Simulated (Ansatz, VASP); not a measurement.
**Two plane-wave programs on Mo**

```
CELL_PARAMETERS angstrom
-1.60090 1.60090 1.60090
1.60090 -1.60090 1.60090
1.60090 1.60090 -1.60090
ATOMIC_POSITIONS crystal
Mo 0.00000 0.00000 0.00000
```

Alike in both runs: task single point; functional PBE; k mesh 10 × 10 × 10; occupations methfessel-paxton of order 1, width 0.02 eV; no spin polarisation.

|  | VASP | Ansatz |
| --- | --- | --- |
| version | VASP 6.6.1 | Ansatz 0.2.0 |
| potentials or method | VASP PAW PBE potentials, release 64 (Mo_sv), cutoff 500 eV | plane waves, PAW |
| valence electrons in the cell | 14 | 14 |

|  | VASP | Ansatz | Ansatz less VASP |
| --- | --- | --- | --- |
| pressure (GPa) | -9.5 | -9.9 | -0.46 |
